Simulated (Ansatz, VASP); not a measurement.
# One calculation of Si, two programs

```
Si
1.0
    -3.32733    3.32733    1.92188
     3.32733   -3.32733    1.92188
     3.32733    3.32733   -1.92188
Si
4
Direct
  0.02266 0.02266 0.35751
  0.82125 0.82125 0.64249
  0.17875 0.82125 0.00000
  0.82125 0.17875 0.00000
```

Alike in both runs: task single point; functional r2SCAN; k mesh 10 × 10 × 10; occupations gaussian, width 0.05 eV; no spin polarisation.

```csv
,VASP,Ansatz
version,VASP 6.6.1,Ansatz 0.2.0
potentials or method,"VASP PAW PBE potentials, release 64 (Si), cutoff 520 eV","scalar-relativistic, plane waves, PAW"
valence electrons in the cell,16,16
```

```csv
,VASP,Ansatz,Ansatz less VASP
gap on the k mesh at the Fermi level (eV),0.05,0.04,-0.004
least direct gap on the mesh (eV),0.21,0.21,-0.001
pressure (GPa),7.6,7.9,+0.30
"traceless stress, the component that is largest in VASP (GPa)",-10.92,-11.07,-0.152
rms of the force components (eV/Å),4.444,4.484,+0.0405
```

VASP's potentials were made for PBE, not for r2SCAN. Atom by atom the forces differ by 0.041 eV/Å (rms over components). The functional is the same, so the differences come from potentials, cutoffs and numerics.
